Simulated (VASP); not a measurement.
A run of VASP 6.6.1 is set up as follows.

Contents of INCAR:

```
SYSTEM = Mg5NiS6
PREC = Accurate ; ENCUT = 520
EDIFF = 1E-7 ; ISMEAR = 0
SIGMA = 0.2 ; LREAL = .FALSE.
LASPH = .TRUE. ; NELM = 100
ALGO = Normal ; ISIF = 2
LWAVE = .FALSE. ; LCHARG = .TRUE.
GGA = PE ; LELF = .TRUE.
LVHAR = .TRUE. ; NBANDS = 40
```

The input KPOINTS:

```
Automatic mesh
0
G
  6 6 2
  0 0 0
```

File POSCAR:

```
Mg5NiS6
1.0
    3.6567428661     -0.0000710691      0.0000503028
   -0.0000653643      3.6561476783      0.0000810126
    0.0003684786      0.0001442919     15.3599889607
Mg Ni S
5 1 6
Direct
   -0.0008211835      0.0007433477      0.6593804578
    0.4998449173      0.4999419105      0.8279928740
    0.0001356590      0.0000879992      0.0000226613
    0.5002720784      0.5001308419      0.1720311758
    0.0000992422     -0.0003252319      0.3406200834
    0.4997971314      0.5001068792      0.4999757742
   -0.0000925711     -0.0000442981      0.8289217149
    0.5001020984      0.5000585899      0.0000100341
    0.0002181470      0.0000623787      0.1710789241
    0.5003467279      0.4995025797      0.3465222142
    0.0006071902     -0.0006555192      0.4999786341
    0.4994905628      0.5003905226      0.6534654521
```

Potentials or basis: VASP PAW PBE potentials, release 64 (Mg, Ni, S).

Command:

```sh
$ cat potpaw_PBE.64/Mg/POTCAR potpaw_PBE.64/Ni/POTCAR potpaw_PBE.64/S/POTCAR > POTCAR
$ mpirun -np 1 vasp_std > vasp.out
```

**Question.** What does it give for the pressure?

**Answer.** -0.2 GPa.

**Question.** Predict the band gap on the k mesh.

**Answer.** Zero (bands 28 and 29 overlap by 1.40 eV).

Forces on the atoms (eV/Å):
```
Mg   0.003 -0.004 -0.002
Mg   0.001  0.001 -0.023
Mg  -0.001  0.000 -0.001
Mg  -0.001 -0.001  0.022
Mg   0.002 -0.001  0.000
Ni   0.002 -0.002  0.002
S   -0.001  0.001  0.014
S    0.000  0.000  0.000
S    0.000  0.000 -0.013
S   -0.003  0.003 -0.039
S   -0.003  0.003  0.003
S    0.001  0.000  0.037
```

Caveat: the run has no spin polarisation, though such a crystal can be magnetic. Spin polarisation is off, so any magnetic state and its effect on volume and gap are missing.
